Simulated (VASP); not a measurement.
# Sb (R-3m) in VASP: a series of runs

Sb is run at these levels: PBEsol; tasks: single point.

Everything below comes from runs of VASP 6.6.1. Logs are shortened: lines on timing, memory, paths and dates and some standing lists are left out, and cuts for length are marked.

## Step 1: The cell of the first run

The structure is trigonal, space group R-3m (No. 166). Conventional cell: a = 4.301 Å, b = 4.301 Å, c = 11.232 Å, α = 90.00°, β = 90.00°, γ = 120.00°. Within 3.8 Å of Sb (site symmetry 3m) lie 6 Sb at 2.90 to 3.34 Å.

## Step 2: Single point, PBEsol

INCAR

```
SYSTEM = Sb
PREC     = Accurate       ! precision mode
ENCUT    = 520            ! plane-wave cutoff, eV
EDIFF    = 1E-6           ! SCF threshold, eV
ISMEAR   = 0              ! smearing method
SIGMA    = 0.1            ! smearing width, eV
LREAL    = .FALSE.        ! projectors in reciprocal space
LASPH    = .TRUE.         ! aspherical terms in the spheres
NELM     = 100            ! most SCF steps
ALGO     = Normal         ! electronic algorithm
ISIF     = 2              ! what is computed and relaxed
LWAVE    = .FALSE.        ! write WAVECAR
LCHARG   = .FALSE.        ! write CHGCAR
GGA      = PS             ! functional
NBANDS   = 12             ! bands
```

KPOINTS

```
regular mesh
0
G
  6 6 6
  0 0 0
```

POSCAR

```
Sb
1.0
    2.1506003320      1.2416496806      3.7440000000
   -2.1506003320      1.2416496806      3.7440000000
    0.0000000000     -2.4832993611      3.7440000000
Sb
2
Direct
    0.2336400000      0.2336400000      0.2336400000
    0.7663600000      0.7663600000      0.7663600000
```

Potentials or basis: VASP PAW PBE potentials, release 64 (Sb).

On the command line:

```console
cat potpaw_PBE.64/Sb/POTCAR > POTCAR
mpirun -np 1 vasp_std > vasp.out
```

OUTCAR:

```text
SYSTEM = Sb
   PREC = Accurate
   ENCUT = 520
   EDIFF = 1E-6
   ISMEAR = 0
   LREAL = .FALSE.
   LASPH = .TRUE.
   NELM = 100
   ISIF = 2
   GGA = PS

 ion  position               nearest neighbor table
   1  0.234  0.234  0.234-   2 2.90   2 2.90   2 2.90   2 3.34   2 3.34   2 3.34
   2  0.766  0.766  0.766-   1 2.90   1 2.90   1 2.90   1 3.34   1 3.34   1 3.34

  LATTYP: Found a trigonal (rhomboedric) cell.
 ALAT       =     4.4926953733
 COS(alpha) =     0.5417151843

  Lattice vectors:

 A1 = (   2.1506003320,   1.2416496806,   3.7440000000)
 A2 = (  -2.1506003320,   1.2416496806,   3.7440000000)
 A3 = (   0.0000000000,  -2.4832993611,   3.7440000000)

Analysis of symmetry for initial positions (statically):
=====================================================================
 Subroutine PRICEL returns:
 Original cell was already a primitive cell.

 Routine SETGRP: Setting up the symmetry group for a
 trigonal (rhombohedral) supercell.

 Subroutine GETGRP returns: Found 12 space group operations
 (whereof 12 operations were pure point group operations)
 out of a pool of 12 trial point group operations.

The static configuration has the point symmetry D_3d.

Analysis of symmetry for dynamics (positions and initial velocities):
=====================================================================
 Subroutine PRICEL returns:
 Original cell was already a primitive cell.

 Routine SETGRP: Setting up the symmetry group for a
 trigonal (rhombohedral) supercell.

 Subroutine GETGRP returns: Found 12 space group operations
 (whereof 12 operations were pure point group operations)
 out of a pool of 12 trial point group operations.

The dynamic configuration has the point symmetry D_3d.

 Subroutine INISYM returns: Found 12 space group operations
 (whereof 12 operations are pure point group operations),
 and found     1 'primitive' translations

----------------------------------------------------------------------------------------

                                     Primitive cell

  volume of cell :      59.9854

  direct lattice vectors                    reciprocal lattice vectors
     2.150600332  1.241649681  3.744000000     0.232493222  0.134230024  0.089031339
    -2.150600332  1.241649681  3.744000000    -0.232493222  0.134230024  0.089031339
     0.000000000 -2.483299361  3.744000000     0.000000000 -0.268460048  0.089031339

  length of vectors
     4.492695373  4.492695373  4.492695373     0.282838075  0.282838075  0.282838075

  position of ions in fractional coordinates (direct lattice)
     0.233640000  0.233640000  0.233640000
     0.766360000  0.766360000  0.766360000

  ion indices of the primitive-cell ions
   primitive index   ion index
                 1           1
                 2           2

----------------------------------------------------------------------------------------

 KPOINTS: regular mesh

Automatic generation of k-mesh.
 Grid dimensions read from file:
 generate k-points for:    6    6    6

 Generating k-lattice:

  Cartesian coordinates                     Fractional coordinates (reciprocal lattice)
     0.038748870  0.022371671  0.014838557     0.166666667  0.000000000  0.000000000
    -0.038748870  0.022371671  0.014838557     0.000000000  0.166666667  0.000000000
     0.000000000 -0.044743341  0.014838557     0.000000000  0.000000000  0.166666667

  Length of vectors
     0.047139679  0.047139679  0.047139679

  Shift w.r.t. Gamma in fractional coordinates (k-lattice)
     0.000000000  0.000000000  0.000000000

 Subroutine IBZKPT returns following result:
 ===========================================

 Found     32 irreducible k-points:

 Following reciprocal coordinates:
            Coordinates               Weight
  0.000000  0.000000  0.000000      1.000000
  0.166667  0.000000  0.000000      6.000000
  0.333333  0.000000  0.000000      6.000000
  0.500000  0.000000  0.000000      3.000000
  0.166667  0.166667  0.000000      6.000000
  0.333333  0.166667  0.000000     12.000000
[... 16 lines left out ...]
  0.500000  0.500000  0.166667      6.000000
 -0.333333  0.500000  0.166667     12.000000
 [... further k-points ...]
   k-points           NKPTS =     32   k-points in BZ     NKDIM =     32   number of bands    NBANDS=     12
   number of dos      NEDOS =    301   number of ions     NIONS =      2
   total plane-waves  NPLWV =  46656
   dimension x,y,z NGX =    36 NGY =   36 NGZ =   36
   dimension x,y,z NGXF=    72 NGYF=   72 NGZF=   72
   ions per type =               2
   NGX,Y,Z   is equivalent  to a cutoff of  13.32, 13.32, 13.32 a.u.
   NGXF,Y,Z  is equivalent  to a cutoff of  26.64, 26.64, 26.64 a.u.
 SYSTEM =  Sb
   PREC   = accura    normal or accurate (medium, high low for compatibility)
   ISTART =      0    job   : 0-new  1-cont  2-samecut
   ICHARG =      2    charge: 1-file 2-atom 10-const
   ISPIN  =      1    spin polarized calculation?
   LNONCOLLINEAR =      F non collinear calculations
   LSORBIT =      F    spin-orbit coupling
   LASPH  =      T    aspherical Exc in radial PAW
   ENCUT  =  520.0 eV  38.22 Ry    6.18 a.u.   8.35  8.35  8.35*2*pi/ulx,y,z
   NELM   =    100;   NELMIN=  2; NELMDL= -5     # of ELM steps
   EDIFF  = 0.1E-05   stopping-criterion for ELM
   LREAL  =      F    real-space projection
   EDIFFG = 0.1E-04   stopping-criterion for IOM
   NSW    =      0    number of steps for IOM
   IBRION =     -1    ionic relax: 0-MD 1-quasi-New 2-CG
   NFREE  =      0    steps in history (QN), initial steepest desc. (CG)
   ISIF   =      2    stress and relaxation
   ISYM   =      2    0-nonsym 1-usesym 2-fastsym
   POTIM  = 0.5000    time-step for ionic-motion
   TEBEG  =    0.0;   TEEND  =   0.0 temperature during run
   PSTRESS=    0.0 pullay stress
   NELECT =      10.0000    total number of electrons
   NUPDOWN=      -1.0000    fix difference up-down
   EMIN   =  10.00;   EMAX   =-10.00  energy-range for DOS
   EFERMI =   0.00;   METHOD = LEGACY
   ISMEAR =     0;   SIGMA  =   0.10  broadening in eV -4-tet -1-fermi 0-gaus
   EFERMI_NEDOS =   21; number of points for ismear=-14 and -15
   IALGO  =     38    algorithm
   IMIX   =      4    mixing-type and parameters
     AMIX     =   0.40;   BMIX     =  1.00
     AMIX_MAG =   1.60;   BMIX_MAG =  1.00
  volume/ion in A,a.u.               =      29.99       202.40
  Fermi-wavevector in a.u.,A,eV,Ry     =   0.901003  1.702649 11.045295  0.811806
  Thomas-Fermi vector in A             =   2.024030
   LORBIT       =      0    0 simple, 1 ext, 2 COOP (PROOUT), +10 PAW based schemes
   GGA     = PS    functional components
   LHFCALC =     F    Hartree Fock is set to
   AEXX    =    0.0000 exact exchange contribution
   IVDW    =     0    specifies the selected vdW correction
   LEPSILON=     F    determine dielectric tensor
   LRPA    =     F    only Hartree local field effects (RPA)
 non-spin polarized calculation
 Gauss-broadening in eV      SIGMA  =   0.10
  energy-cutoff  :      520.00
  volume of cell :       59.99
 maximum number of plane-waves:      1626
 NGX is ok and might be reduce to    36
   NGX = 17   NGY = 17   NGZ = 17

 number of electron      10.0000000 magnetization

 Free energy of the ion-electron system (eV)
  ---------------------------------------------------
  ext. energy  EPLUGINS =         0.00000000
  ---------------------------------------------------
  free energy    TOTEN  =        -9.12993076 eV

  energy without entropy =       -9.12782236  energy(sigma->0) =       -9.12887656

 E-fermi :   7.2697     XC(G=0):  -9.6959

 val. band max:        6.9852605741   @ k =   0.5000   0.0000   0.0000
 cond. band min:       7.2863630584   @ k =   0.3333   0.1667   0.1667
 fundamental gap:      0.3011024843
 Fermi energy:         7.2697338772

 k-point     1 :       0.0000    0.0000    0.0000
  band No.  band energies     occupation
      1      -5.5642      2.00000
      2       2.4502      2.00000
      3       5.1547      2.00000
      4       5.4183      2.00000
      5       5.4183      2.00000
      6       9.3029      0.00000
      7       9.9345      0.00000
      8       9.9345      0.00000
      9      12.2677      0.00000
     10      12.2677      0.00000
     11      12.4249      0.00000
     12      13.6806      0.00000

 k-point     2 :       0.1667    0.0000    0.0000
  band No.  band energies     occupation
      1      -5.2557      2.00000
      2       1.2448      2.00000
      3       5.1954      2.00000
      4       5.3536      2.00000
      5       5.8625      2.00000
      6       9.0100      0.00000
      7       9.2139      0.00000
      8       9.2588      0.00000
      9      11.6930      0.00000
     10      12.2290      0.00000
     11      12.5575      0.00000
     12      15.4883      0.00000

 k-point     3 :       0.3333    0.0000    0.0000
  band No.  band energies     occupation
      1      -4.3487      2.00000
      2      -0.8333      2.00000
      3       5.2749      2.00000
      4       5.2837      2.00000
      5       6.3919      2.00000
      6       7.8960      0.00000
      7       7.9758      0.00000
      8       8.1651      0.00000
      9      12.8221      0.00000
     10      13.6349      0.00000
     11      14.1524      0.00000
     12      17.7667      0.00000
[... 286 lines left out ...]
 k-point    23 :       0.5000    0.5000    0.1667
  band No.  band energies     occupation
      1      -3.4670      2.00000
      2      -0.9172      2.00000
      3       2.0312      2.00000
      4       3.8640      2.00000
      5       4.2502      2.00000
      6       9.3861      0.00000
      7      11.0270      0.00000
      8      11.9665      0.00000
      9      12.9862      0.00000
     10      16.0284      0.00000
     11      16.3804      0.00000
     12      16.9534      0.00000

 k-point    24 :      -0.3333    0.5000    0.1667
  band No.  band energies     occupation
      1      -2.8709      2.00000
      2      -1.4926      2.00000
      3       1.8476      2.00000
      4       2.7526      2.00000
      5       5.3745      2.00000
      6       9.1639      0.00000
      7      10.4554      0.00000
      8      12.9083      0.00000
      9      13.1888      0.00000
     10      14.2613      0.00000
     11      17.0456      0.00000
     12      17.8688      0.00000

 [... further k-points ...]

------------------------ aborting loop because EDIFF is reached ----------------------------------------

  FORCE on cell =-STRESS in cart. coord.  units (eV):
  Direction    XX          YY          ZZ          XY          YZ          ZX
  --------------------------------------------------------------------------------------
  -------------------------------------------------------------------------------------
  Total        0.2798757      0.2798757      0.1443238      0.0000000      0.0000000      0.0000000
  in kB        7.4753220      7.4753220      3.8548066      0.0000000      0.0000000      0.0000000
  external PRESSURE =       6.2684835 kB  Pullay stress =       0.0000000 kB

 VOLUME and BASIS-vectors are now :
 -----------------------------------------------------------------------------
  energy-cutoff  :      520.00
  volume of cell :       59.99
      direct lattice vectors                 reciprocal lattice vectors
     2.150600332  1.241649681  3.744000000     0.232493222  0.134230024  0.089031339
    -2.150600332  1.241649681  3.744000000    -0.232493222  0.134230024  0.089031339
     0.000000000 -2.483299361  3.744000000     0.000000000 -0.268460048  0.089031339

 POSITION                                       TOTAL-FORCE (eV/Angst)
 -----------------------------------------------------------------------------------
      0.00000      0.00000      2.62424         0.000000      0.000000      0.090116
      0.00000      0.00000      8.60776         0.000000     -0.000000     -0.090116
 -----------------------------------------------------------------------------------
    total drift:                                0.000000     -0.000000      0.000000

  FREE ENERGIE OF THE ION-ELECTRON SYSTEM (eV)
  ---------------------------------------------------
  free  energy   TOTEN  =        -9.1299307597 eV

  energy  without entropy=       -9.1278223580  energy(sigma->0) =       -9.12887656
```

Wall time 14 s (1 thread of Intel Xeon Platinum 8488C (Sapphire Rapids), shared host); peak memory 0.2 GiB.

Results:

```yaml
Free_energy: -9.1299 eV
Pressure: 0.6 GPa
Largest_force: 0.090 eV/Å
Band_gap_on_the_k_mesh: zero (band 5 reaches 7.29 eV, above the bottom of band 6 at 6.99 eV)
```

Forces in eV/Å, atoms in the order of the input:
```
Sb   0.000  0.000  0.090
Sb   0.000  0.000 -0.090
```

Stress tensor (GPa, compression positive):
```
0.75 0.00 0.00
0.00 0.75 0.00
0.00 0.00 0.39
```

Caveat: the PAW data sets were made with another functional, which shifts forces and pressure a little; spin-orbit coupling is left out, which moves the levels of the heavy elements.

[end of part 1 of 2]
